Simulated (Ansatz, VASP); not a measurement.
One calculation of Pt, two programs

```
Pt
1.0
     2.77396    0.00000    0.00000
    -1.38698    2.40232    0.00000
     0.00000    0.00000    4.76535
Pt
2
Direct
  0.66667 0.33333 0.75000
  0.33333 0.66667 0.25000
```

Change from the starting cell: strain +0.015 along x and y, +0.000 along z, atoms carried along.

Alike in both runs: task single point; functional r2SCAN; k mesh 24 × 24 × 12; occupations gaussian, width 0.15 eV; no spin polarisation.

|  | VASP | Ansatz |
| --- | --- | --- |
| version | VASP 6.6.1 | Ansatz 0.2.0 |
| potentials or method | VASP PAW PBE potentials, release 64 (Pt), cutoff 520 eV | scalar-relativistic, plane waves, PAW |
| valence electrons in the cell | 20 | 36 |

VASP gave:

```
gap on the k mesh at the Fermi level (eV)                     : none
pressure (GPa)                                                : -7.0
traceless stress, the component that is largest in VASP (GPa) : 1.87
```

Problem. Which values does Ansatz return?

Solution. gap on the k mesh at the Fermi level (eV): none; pressure (GPa): -7.5; traceless stress, the component that is largest in VASP (GPa): 2.06.

VASP's potentials were made for PBE, not for r2SCAN. A gap of «none» marks a metal or a gap that the smearing closes. With one functional, cell and mesh, what is left measures potentials, basis and numerics. VASP's potentials hold 20 valence electrons a cell and Ansatz's 36, so a difference there can come from the potentials and not from the codes.

Neither program's run includes spin-orbit coupling.
